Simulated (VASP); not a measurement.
CuO, 2 atoms in the cell. It takes space group Fm-3m (No. 225, cubic). Conventional cell: a = 4.233 Å, b = 4.233 Å, c = 4.233 Å, α = 90.00°, β = 90.00°, γ = 90.00°. Within 2.8 Å of Cu (site symmetry m-3m) lie 6 O at 2.12 Å. Within 2.8 Å of O (site symmetry m-3m) lie 6 Cu at 2.12 Å. 

```yaml
Program: VASP 6.6.1
Task: single point
Functional: PBE
Potentials_or_basis: VASP PAW PBE potentials, release 64 (Cu, O)
Cutoff: 520 eV
k_mesh: 2 × 2 × 2, shifted
Occupations: gaussian, width 0.1 eV
Spin: collinear spin, ferromagnetic start
Starting_moments: "[5.0, 0.0] μB"
Dipole_correction: no
Charge: 0.1
Further_INCAR_settings: ALGO = Normal; EDIFF = 1e-06; NBANDS = 20; ISYM = 0; NELECT = 16.9
```

Potentials or basis: VASP PAW PBE potentials, release 64 (Cu, O).

The run is started by

```bash
$ cat potpaw_PBE.64/Cu/POTCAR potpaw_PBE.64/O/POTCAR > POTCAR
$ mpirun -np 1 vasp_std > vasp.out
```

Hardware: 1 thread of Intel(R) Xeon(R) Platinum 8375C CPU @ 2.90GHz (Ice Lake) (shared host).

Estimate the wall time of this run.

It took 21 s on 1 thread of Intel(R) Xeon(R) Platinum 8375C CPU @ 2.90GHz (Ice Lake), on a shared host, peak memory 0.15 GiB. Counts: scf iterations 16, k points 32.
